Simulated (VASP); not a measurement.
Set up this calculation in VASP 6.6.1, as the native input.

| Property | Result |
| --- | --- |
| Task | single point |
| Functional | PBEsol |
| Potentials or basis | VASP PAW PBE potentials, release 64 (Be) |
| Cutoff | 520 eV |
| k mesh | 23 × 23 × 23 |
| Occupations | fermi-dirac, width 0.03 eV |
| Spin | no spin polarisation |
| Dipole correction | no |
| Further INCAR settings | ALGO = Normal; EDIFF = 1e-06; NBANDS = 7 |

The structure of Be lies in POSCAR:

```
Be
1.0
   -1.2531209513      1.2531209513      1.2781833703
    1.2531209513     -1.2531209513      1.2781833703
    1.2531209513      1.2531209513     -1.2781833703
Be
1
Direct
    0.0000000000      0.0000000000      0.0000000000
```

This cell differs from its parent crystal: zz strain of +2 %.

The input as run:

INCAR

```
PREC = Accurate
ENCUT = 520
EDIFF = 1E-6
ISMEAR = -1
SIGMA = 0.03
LREAL = False
LASPH = True
NELM = 100
ALGO = Normal
ISIF = 2
LWAVE = False
LCHARG = False
GGA = PS
NBANDS = 7
```

KPOINTS

```
Automatic mesh
0
Gamma
  23 23 23
```

Potentials or basis: VASP PAW PBE potentials, release 64 (Be).

Command:

```sh
$ cat potpaw_PBE.64/Be/POTCAR > POTCAR
$ mpirun -np 1 vasp_std > vasp.out
```

It gave:

```yaml
Pressure: -3.9 GPa
Band_gap_on_the_k_mesh: zero (band 1 reaches 11.17 eV, above the bottom of band 2 at 6.51 eV)
```

Caveat: the cell differs from its parent crystal (zz strain of +2 %); the PAW data sets were made with another functional, which shifts forces and pressure a little.

It took 20 s on 1 thread of Intel(R) Xeon(R) Platinum 8488C (Sapphire Rapids) (shared host), peak memory 0.15 GiB.
